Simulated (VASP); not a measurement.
Input of a VASP 6.6.1 run:

File INCAR:

```
PREC     = Accurate       # precision mode
ENCUT    = 750            # plane-wave cutoff, eV
EDIFF    = 1E-6           # SCF threshold, eV
ISMEAR   = 0              # smearing method
SIGMA    = 0.01           # smearing width, eV
LREAL    = F              # projectors in reciprocal space
LASPH    = T              # aspherical terms in the spheres
NELM     = 200            # most SCF steps
ALGO     = Normal         # electronic algorithm
ISIF     = 2              # what is computed and relaxed
LWAVE    = F              # write WAVECAR
LCHARG   = T              # write CHGCAR
MAGMOM   = 0 0 0 0 0 0    # initial moments
LORBIT   = 11             # projections on sites
LSORBIT  = T              # spin-orbit coupling
GGA_COMPAT= F            
LORBMOM  = T            
GGA      = PE             # functional
LVHAR    = T            
NBANDS   = 22             # bands
```

File KPOINTS:

```
regular mesh
0
Gamma
  8 8 8
```

Contents of POSCAR:

```
LiBr
1.0
    0.0000000000      2.7395650495      2.7395650495
    2.7395650495      0.0000000000      2.7395650495
    2.7395650495      2.7395650495      0.0000000000
Li Br
1 1
Direct
    0.0000000000      0.0000000000      0.0000000000
    0.5000000000      0.5000000000      0.5000000000
```

Potentials or basis: VASP PAW PBE potentials, release 64 (Li_sv, Br).

Command:

```bash
$ cat potpaw_PBE.64/Li_sv/POTCAR potpaw_PBE.64/Br/POTCAR > POTCAR
$ mpirun -np 1 vasp_ncl > vasp.out
```

Question: What does it give for the pressure?

Answer: 0.4 GPa.

Question: What does it give for the net moment?

Answer: 0.00 μB per cell.

Moments on the atoms (μB; x, y, z):
```
Li  0.00 0.00 0.00
Br  0.00 0.00 0.00
```
